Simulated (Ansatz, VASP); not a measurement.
# One calculation of Ba, two programs

```
Ba
1.0
    -2.53280    2.53280    2.53280
     2.53280   -2.53280    2.53280
     2.53280    2.53280   -2.53280
Ba
1
Cartesian
  0.0000 0.0000 0.0000
```

Alike in both runs: task single point; functional PBE; k mesh 12 × 12 × 12; occupations gaussian, width 0.1 eV; no spin polarisation.

```csv
,VASP,Ansatz
version,VASP 6.6.1,Ansatz 0.2.0
potentials or method,"VASP PAW PBE potentials, release 64 (Ba_sv), cutoff 520 eV","scalar-relativistic, plane waves, PAW"
valence electrons in the cell,10,10
```

|  | VASP | Ansatz | Ansatz less VASP |
| --- | --- | --- | --- |
| gap on the k mesh at the Fermi level (eV) | none | none | - |
| pressure (GPa) | -0.2 | -0.2 | -0.04 |

A gap of «none» marks a metal or a gap that the smearing closes. With one functional, cell and mesh, what is left measures potentials, basis and numerics.

Spin-orbit coupling is off throughout.
